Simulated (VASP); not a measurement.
A run of VASP 6.6.1:

INCAR

```
SYSTEM = Co
  ALGO = Normal
  EDIFF = 1E-6
  ENCUT = 520
  GGA = PE
  ISIF = 2
  ISMEAR = -1
  ISPIN = 2
  LASPH = .True.
  LCHARG = .False.
  LMAXMIX = 4
  LORBIT = 11
  LREAL = .False.
  LWAVE = .False.
  MAGMOM = 1.7 1.7 1.7 -1.7
  NBANDS = 30
  NELM = 150
  PREC = Accurate
  SIGMA = 0.08
```

KPOINTS

```
k-points
0
Gamma
  12 12 12
  0 0 0
```

Contents of POSCAR:

```
Co
1.0
    2.5074000000      0.0000000000      0.0000000000
    0.0000000000      4.3429441948      0.0000000000
    1.2537000000      2.1714720974      4.0699000000
Co
4
Direct
    0.8750000000      0.2083333334      0.2500000000
    0.3750000000      0.7083333334      0.2500000000
    0.1250000000      0.7916666666      0.7500000000
    0.6250000000      0.2916666666      0.7500000000
```

Potentials or basis: VASP PAW PBE potentials, release 64 (Co).

Command:

```sh
$ cat potpaw_PBE.64/Co/POTCAR > POTCAR
$ mpirun -np 1 vasp_std > vasp.out
```

Hardware: 1 thread of Oxide Virtual Turin-like Processor, on a shared host.

Task: Estimate the wall time of this run.

Result: It took 24 min on 1 thread of Oxide Virtual Turin-like Processor, with other jobs on the host, peak memory 0.51 GiB. Counts: scf iterations 21, k points 280.
